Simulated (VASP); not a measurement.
The system is Ir.

```
Ir
1.0
     2.30904    0.00000    0.00000
    -1.15452    1.99969    0.00000
     0.00000    0.00000    2.20348
Ir
1
Cartesian
  0.0000 0.0000 0.0000
```

Base run:

| Item | Value |
| --- | --- |
| Program | VASP 6.6.1 |
| Functional | LDA |
| Potentials or basis | VASP PAW LDA potentials, release 64 (Ir) |
| Cutoff | 520 eV |
| k mesh | 19 × 19 × 17 |
| Occupations | fermi-dirac, width 0.08 eV |
| Spin | no spin polarisation |

Its results: pressure 344.8 GPa.

Problem. The run is repeated on the same cell with these changes: potentials or basis from VASP PAW LDA potentials, release 64 (Ir) to VASP PAW LDA potentials, release 64 (Ir_sv_GW); cutoff from 520 eV to 500 eV; further incar settings from ALGO = Normal; EDIFF = 1e-07; NBANDS = 10 to ALGO = Normal; EDIFF = 1e-06; NBANDS = 14; valence electrons from 9 to 17. What comes out?

Solution. Pressure 340.0 GPa.
